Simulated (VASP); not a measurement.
Here is a VASP 6.6.1 calculation.

File INCAR:

```
ALGO = Fast
EDIFF = 1E-6
ENCUT = 520
GGA = PS
ISIF = 2
ISMEAR = 0
LASPH = T
LCHARG = T
LELF = T
LREAL = F
LVHAR = T
LWAVE = F
NBANDS = 17
NELM = 100
PREC = Accurate
SIGMA = 0.1
```

The input KPOINTS:

```
k-points
0
Gamma
  12 12 12
```

File POSCAR:

```
Sr
1.0
    4.8100019372      0.0000000000      0.0000000000
    0.0000000000      4.8100019372      0.0000000000
    0.0000000000      0.0000000000      4.5858465071
Sr
2
Direct
    0.0000000000      0.0000000000      0.0000000000
    0.5000000000      0.5000000000      0.5000000000
```

Potentials or basis: VASP PAW PBE potentials, release 64 (Sr_sv).

Launch:

```sh
$ cat potpaw_PBE.64/Sr_sv/POTCAR > POTCAR
$ mpirun -np 1 vasp_std > vasp.out
```

Question: What does it give for the band gap on the k mesh?

Answer: Zero (band 10 reaches 1.95 eV, above the bottom of band 11 at 1.48 eV).

Question: Predict the pressure.

Answer: -0.4 GPa.

Stress tensor (GPa, compression positive):
```
-0.52  0.00  0.00
 0.00 -0.52  0.00
 0.00  0.00 -0.30
```

Caveat: the cell differs from its parent crystal (biaxial strain in the a-b plane: +3.0 %); the PAW data sets were made with another functional, which shifts forces and pressure a little.
